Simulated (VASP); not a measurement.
# HOs12 (a cell with a defect) in VASP: a series of runs

HOs12 (a cell with a defect) is run at these levels: PBEsol; tasks: single point.

Everything below comes from runs of VASP 6.6.1. Logs are shortened: lines on timing, memory, paths and dates and some standing lists are left out, and cuts for length are marked.

## (1) The cell of the first run

The cell holds a defect, 13 atoms: a = 5.480 Å, b = 8.220 Å, c = 4.326 Å, α = 90.00°, β = 90.00°, γ = 120.00°.

## (2) Single point, PBEsol

File INCAR:

```
ALGO     = Normal         # electronic algorithm
EDIFF    = 1E-6           # SCF threshold, eV
ENCUT    = 520            # plane-wave cutoff, eV
GGA      = PS             # functional
ISIF     = 2              # what is computed and relaxed
ISMEAR   = 0              # smearing method
LASPH    = True           # aspherical terms in the spheres
LCHARG   = True           # write CHGCAR
LELF     = True           # ELF
LREAL    = False          # projectors in reciprocal space
LVHAR    = True         
LWAVE    = False          # write WAVECAR
NBANDS   = 60             # bands
NELM     = 100            # most SCF steps
PREC     = Accurate       # precision mode
SIGMA    = 0.05           # smearing width, eV
```

File KPOINTS:

```
k-points
0
Gamma
  4 3 4
```

File POSCAR:

```
HOs12
1.0
    5.4800000000      0.0000000000      0.0000000000
   -4.1100000000      7.1187290000      0.0000000000
    0.0000000000      0.0000000000      4.3264600000
Os H
12 1
Direct
   -0.0111793550     -0.0141139173     -0.0072524277
    0.1650581539      0.2213629992      0.5213155903
   -0.0076778703      0.3382771626     -0.0044724766
    0.1645385766      0.5551066866      0.4981946981
    0.0038965733      0.6684209812     -0.0007908752
    0.1650880875      0.8865710682      0.4978814607
    0.5002282375      0.0000689908      0.0005552393
    0.6663560193      0.2226990083      0.4973167730
    0.5181627414      0.3404304416     -0.0067960990
    0.6679908842      0.5560516730      0.4976480063
    0.4985054604      0.6670100025     -0.0006092553
    0.6625879093      0.8861748995      0.4990779937
    0.1680071819      0.2193249037      0.1231003723
```

Potentials or basis: VASP PAW PBE potentials, release 64 (Os, H).

On the command line:

```sh
$ cat potpaw_PBE.64/Os/POTCAR potpaw_PBE.64/H/POTCAR > POTCAR
$ mpirun -np 1 vasp_std > vasp.out
```

OUTCAR:

```text
EDIFF = 1E-6
   ENCUT = 520
   GGA = PS
   ISIF = 2
   ISMEAR = 0
   LASPH = True
   LREAL = False
   NELM = 100
   PREC = Accurate

 ion  position               nearest neighbor table
   1  0.989  0.986  0.993-  13 1.76  12 2.64   2 2.64   6 2.64   5 2.65  11 2.65   6 2.68  12 2.68
                             7 2.74   7 2.75   2 2.84   3 2.89   9 2.91
   2  0.165  0.221  0.521-  13 1.72   3 2.63   1 2.64   9 2.64   8 2.74   8 2.74   4 2.75   6 2.75
                            10 2.76  12 2.76   3 2.81   9 2.83   1 2.84
   3  0.992  0.338  0.996-  13 1.77   9 2.61   2 2.63   4 2.65   8 2.65   8 2.67   4 2.67   5 2.68
                            11 2.74   7 2.74   2 2.81   9 2.87   1 2.89
   4  0.165  0.555  0.498-   3 2.65   3 2.67   5 2.67   5 2.68  11 2.68  11 2.69   6 2.72  10 2.72
                            12 2.73   8 2.73   2 2.75  10 2.76
   5  0.004  0.668  0.999-   1 2.65   6 2.66   6 2.67   4 2.67   4 2.68   9 2.68  10 2.68   3 2.68
                            10 2.69  11 2.72   7 2.72  11 2.76
   6  0.165  0.887  0.498-   1 2.64   5 2.66   5 2.67   7 2.68   1 2.68   7 2.69  10 2.72   4 2.72
                            12 2.73  12 2.75   2 2.75   8 2.75
   7  0.500  0.000  0.001-   8 2.67  12 2.67   6 2.68  12 2.68   8 2.69   6 2.69   5 2.72  11 2.73
                             1 2.74   3 2.74   1 2.75   9 2.75
   8  0.666  0.223  0.497-   9 2.64   3 2.65   3 2.67   7 2.67   9 2.67   7 2.69   4 2.73  10 2.74
                             2 2.74   2 2.74   6 2.75  12 2.76
   9  0.518  0.340  0.993-  13 1.75   3 2.61  10 2.64   2 2.64   8 2.64  10 2.67   8 2.67   5 2.68
                            11 2.74   7 2.75   2 2.83   3 2.87   1 2.91
  10  0.668  0.556  0.498-   9 2.64   9 2.67  11 2.68   5 2.68   5 2.69  11 2.69   6 2.72   4 2.72
                            12 2.73   8 2.74   4 2.76   2 2.76
  11  0.499  0.667  0.999-   1 2.65  12 2.67  12 2.67   4 2.68  10 2.68   4 2.69  10 2.69   5 2.72
                             7 2.73   3 2.74   9 2.74   5 2.76
  12  0.663  0.886  0.499-   1 2.64  11 2.67  11 2.67   7 2.67   1 2.68   7 2.68   4 2.73   6 2.73
                            10 2.73   6 2.75   8 2.76   2 2.76
  13  0.168  0.219  0.123-   2 1.72   9 1.75   1 1.76   3 1.77

  LATTYP: Found a simple monoclinic cell.
 ALAT       =     5.4800000000
 B/A-ratio  =     0.7895000000
 C/A-ratio  =     1.3228756879
 COS(beta)  =    -0.1889822319

  Lattice vectors:

 A1 = (   5.4800000000,   0.0000000000,   0.0000000000)
 A2 = (   0.0000000000,   0.0000000000,   4.3264600000)
 A3 = (  -1.3700000000,  -7.1187290000,   0.0000000000)

Analysis of symmetry for initial positions (statically):
=====================================================================
 Subroutine PRICEL returns:
 Original cell was already a primitive cell.

 Routine SETGRP: Setting up the symmetry group for a
 simple monoclinic supercell.
[... 160 lines left out ...]
     AMIX     =   0.40;   BMIX     =  1.00
     AMIX_MAG =   1.60;   BMIX_MAG =  1.00
  volume/ion in A,a.u.               =      12.98        87.61
  Fermi-wavevector in a.u.,A,eV,Ry     =   1.361111  2.572127 25.206464  1.852623
  Thomas-Fermi vector in A             =   2.487715
   LORBIT       =      0    0 simple, 1 ext, 2 COOP (PROOUT), +10 PAW based schemes
   GGA     = PS    functional components
   LHFCALC =     F    Hartree Fock is set to
   AEXX    =    0.0000 exact exchange contribution
   IVDW    =     0    specifies the selected vdW correction
   LEPSILON=     F    determine dielectric tensor
   LRPA    =     F    only Hartree local field effects (RPA)
 non-spin polarized calculation
 Gauss-broadening in eV      SIGMA  =   0.05
  energy-cutoff  :      520.00
  volume of cell :      168.78
 maximum number of plane-waves:      4560
 NGX is ok and might be reduce to    42
   NGX = 21   NGY = 31   NGZ = 17

 number of electron      97.0000001 magnetization

 Free energy of the ion-electron system (eV)
  ---------------------------------------------------
  ext. energy  EPLUGINS =         0.00000000
  ---------------------------------------------------
  free energy    TOTEN  =      -149.07817541 eV

  energy without entropy =     -149.07270000  energy(sigma->0) =     -149.07543770

 E-fermi :   9.4951     XC(G=0): -14.1634

 val. band max:        9.4839122664   @ k =   0.0000  -0.3333   0.2500
 cond. band min:       9.5499347417   @ k =   0.0000   0.0000   0.2500
 fundamental gap:      0.0660224753
 Fermi energy:         9.4951078725

 k-point     1 :       0.0000    0.0000    0.0000
  band No.  band energies     occupation
      1      -2.5357      2.00000
      2      -0.4408      2.00000
      3       1.5323      2.00000
      4       1.5687      2.00000
      5       1.8787      2.00000
      6       2.1777      2.00000
[... 1501 lines left out ...]
     59      11.1645      0.00000
     60      11.1950      0.00000

 [... further k-points ...]

------------------------ aborting loop because EDIFF is reached ----------------------------------------

  FORCE on cell =-STRESS in cart. coord.  units (eV):
  Direction    XX          YY          ZZ          XY          YZ          ZX
  --------------------------------------------------------------------------------------
  -------------------------------------------------------------------------------------
  Total        2.7446945      3.0037978      4.3714380      0.3363411      0.0867514     -0.2120537
  in kB       26.0548687     28.5144875     41.4972382      3.1928232      0.8235150     -2.0129859
  external PRESSURE =      32.0221981 kB  Pullay stress =       0.0000000 kB

 VOLUME and BASIS-vectors are now :
 -----------------------------------------------------------------------------
  energy-cutoff  :      520.00
  volume of cell :      168.78
      direct lattice vectors                 reciprocal lattice vectors
     5.480000000  0.000000000  0.000000000     0.182481752  0.105355886  0.000000000
    -4.110000000  7.118729000  0.000000000     0.000000000  0.140474514  0.000000000
     0.000000000  0.000000000  4.326460000     0.000000000  0.000000000  0.231135848

 POSITION                                       TOTAL-FORCE (eV/Angst)
 -----------------------------------------------------------------------------------
      1.36675      7.01826      4.29508        -0.003190     -0.082902     -0.029832
     -0.00528      1.57582      2.25545         0.001849     -0.000759      0.093194
      4.04761      2.40810      4.30711        -0.068024      0.039137     -0.026216
     -1.37982      3.95165      2.15542         0.002707      0.003696      0.003549
     -2.72586      4.75831      4.32304        -0.001171      0.005441     -0.000015
     -2.73912      6.31126      2.15406         0.005054     -0.002716      0.001129
      2.74097      0.00049      0.00240        -0.000914     -0.002764      0.008378
      2.73634      1.58533      2.15162         0.000169     -0.006787     -0.004710
      1.44036      2.42343      4.29706         0.069007      0.043442     -0.029397
      1.37522      3.95838      2.15305        -0.001937      0.002354     -0.000379
     -0.00960      4.74826      4.32382        -0.000872      0.007805     -0.002017
     -0.01120      6.30844      2.15924        -0.001353     -0.003904      0.001492
      0.01925      1.56131      0.53259        -0.001324     -0.002044     -0.015174
 -----------------------------------------------------------------------------------
    total drift:                                0.000075     -0.000053     -0.000130

  FREE ENERGIE OF THE ION-ELECTRON SYSTEM (eV)
  ---------------------------------------------------
  free  energy   TOTEN  =      -149.0781754108 eV

  energy  without entropy=     -149.0726999962  energy(sigma->0) =     -149.07543770
```

stdout:

```text
POSCAR found type information on POSCAR OsH
 POSCAR found :  2 types and      13 ions
 scaLAPACK will be used
 -----------------------------------------------------------------------------
|                                                                             |
|                                                                             |
|     You enforced a specific xc type in the INCAR file but a different       |
|     I HOPE YOU KNOW WHAT YOU ARE DOING!                                     |
|                                                                             |
 -----------------------------------------------------------------------------

 LDA part: xc-table for (Slater+PW92), standard interpolation
 POSCAR, INCAR and KPOINTS ok, starting setup
 FFT: planning ... GRIDC
 FFT: planning ... GRID_SOFT
 FFT: planning ... GRID
 WAVECAR not read
 entering main loop
```

Wall time 6.2 min (1 thread of Intel Xeon Platinum 8488C (Sapphire Rapids), shared host); peak memory 0.37 GiB.

Results:

| Item | Value |
| --- | --- |
| Free energy | -149.0782 eV |
| Pressure | 3.2 GPa |
| Largest force | 0.093 eV/Å |
| Band gap on the k mesh | zero (an odd number of electrons rules out a gap without spin polarisation) |

Forces on the atoms (eV/Å):
```
Os  -0.003 -0.083 -0.030
Os   0.002 -0.001  0.093
Os  -0.068  0.039 -0.026
Os   0.003  0.004  0.004
Os  -0.001  0.005  0.000
Os   0.005 -0.003  0.001
Os  -0.001 -0.003  0.008
Os   0.000 -0.007 -0.005
Os   0.069  0.043 -0.029
Os  -0.002  0.002  0.000
Os  -0.001  0.008 -0.002
Os  -0.001 -0.004  0.001
H   -0.001 -0.002 -0.015
```

Caveat: the k points lie up to 0.36 Å⁻¹ apart, too coarse for converged energies and pressures of a metal; the PAW data sets were made with another functional, which shifts forces and pressure a little; spin-orbit coupling is left out, which moves the levels of the heavy elements.

(Continued in part 2 of 2.)

The gap in the log of VASP goes by the Fermi energy; the results here count the filled bands.